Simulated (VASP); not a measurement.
Set up this calculation in VASP 6.6.1, as the native input.

```
Task                   : relaxation of cell and atoms
Functional             : PBE
Potentials or basis    : VASP PAW PBE potentials, release 64 (Re, Sb)
Cutoff                 : 600 eV
k mesh                 : 4 × 4 × 4
Occupations            : gaussian, width 0.1 eV
Spin                   : no spin polarisation
Dipole correction      : no
Further INCAR settings : ALGO = Normal; EDIFF = 1e-06; IBRION = 2; EDIFFG = -0.04; NSW = 90; ISIF = 3
```

The structure of ReSb2 lies in POSCAR:

```
ReSb2
1.0
    4.1111188300      0.0000000000      0.0000000000
    0.0000000000      4.1111188300      0.0000000000
    0.0000000000      0.0000000000      5.8140000000
Re Sb
1 2
Direct
    0.0000000000      0.0000000000      0.0000000000
    0.0000000000      0.0000000000      0.5000000000
    0.5000000000      0.5000000000      0.0000000000
```

One way to write it, as run:

INCAR

```
  PREC = Accurate
  ENCUT = 600
  EDIFF = 1E-6
  ISMEAR = 0
  SIGMA = 0.1
  LREAL = F
  LASPH = T
  NELM = 80
  ALGO = Normal
  ISIF = 3
  LWAVE = F
  LCHARG = F
  GGA = PE
  IBRION = 2
  NSW = 90
  EDIFFG = -0.04
```

KPOINTS

```
Automatic mesh
0
Gamma
  4 4 4
```

Potentials or basis: VASP PAW PBE potentials, release 64 (Re, Sb).

The run is started by

```sh
$ cat potpaw_PBE.64/Re/POTCAR potpaw_PBE.64/Sb/POTCAR > POTCAR
$ mpirun -np 1 vasp_std > vasp.out
```

Results of the run:

| Quantity | Value |
| --- | --- |
| Relaxed volume | 25.59 Å³/atom |
| Relaxed cell | a = 3.825 Å, b = 3.825 Å, c = 5.249 Å, α = 90.00°, β = 90.00°, γ = 90.00° |
| Space group after relaxing (to 0.05 Å) | P4/mmm (No. 123) |
| Energy gained by relaxing | 421.8 meV/atom |
| Ionic steps | 7 |
| Pressure after relaxing | 0.0 GPa |

Caveat: the k points lie up to 0.41 Å⁻¹ apart in the final cell; the volume moved by over 15 % at a fixed basis, so the end points are rough.

It used 340 s of CPU time on 1 thread of AMD EPYC 7R13 Processor (Zen 3), on a shared host.
